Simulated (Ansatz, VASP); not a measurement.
Two plane-wave programs on Mo

The input INCAR:

```
SYSTEM = Mo
ALGO = Normal ; EDIFF = 1E-6
ENCUT = 500 ; GGA = PE
GGA_COMPAT = .FALSE. ; ISIF = 2
ISMEAR = 0 ; LASPH = .TRUE.
LCHARG = .TRUE. ; LELF = .TRUE.
LREAL = .FALSE. ; LVHAR = .TRUE.
LWAVE = .FALSE. ; NBANDS = 13
NELM = 120 ; PREC = Accurate
SIGMA = 0.1
```

File KPOINTS:

```
k-points
0
G
  15 15 14
  0 0 0
```

POSCAR

```
Mo
1.0
    2.6954078148      0.0000000000      0.0000000000
   -1.3477039074      2.3342916412      0.0000000000
    0.0000000000      0.0000000000      2.5560494614
Mo
1
Direct
    0.0000000000      0.0000000000      0.5000000000
```

Input for Ansatz:

```yaml
crystal:
  lattice:
    - [2.6954078148, 0.0, 0.0]
    - [-1.3477039074, 2.3342916412, 0.0]
    - [0.0, 0.0, 2.5560494614]
  atoms:
    - { symbol: Mo, position: [0.0, 0.0, 0.5] }
basis:
  ecutwfc: 420
kpoints:
  mp_grid: { grid: [15, 15, 14] }
hamiltonian:
  xc: pbe
scf:
  occupations: { method: gaussian, width: 0.1 }
output:
  forces: true
  stress: true
  eigenvalues: true
```

Alike in both runs: task single point; functional PBE; k mesh 15 × 15 × 14; occupations gaussian, width 0.1 eV; no spin polarisation.

|  | VASP | Ansatz |
| --- | --- | --- |
| version | VASP 6.6.1 | Ansatz 0.2.0 |
| potentials or method | VASP PAW PBE potentials, release 64 (Mo_sv), cutoff 500 eV | scalar-relativistic, plane waves, PAW |
| valence electrons in the cell | 14 | 14 |

Ansatz gave:

- gap on the k mesh at the Fermi level (eV): none
- pressure (GPa): 10.2
- traceless stress, the component that is largest in VASP (GPa): -10.24

Which values does VASP return?

gap on the k mesh at the Fermi level (eV): none; pressure (GPa): 10.8; traceless stress, the component that is largest in VASP (GPa): -10.17.

A gap of «none» marks a metal or a gap that the smearing closes. With one functional, cell and mesh, what is left measures potentials, basis and numerics.
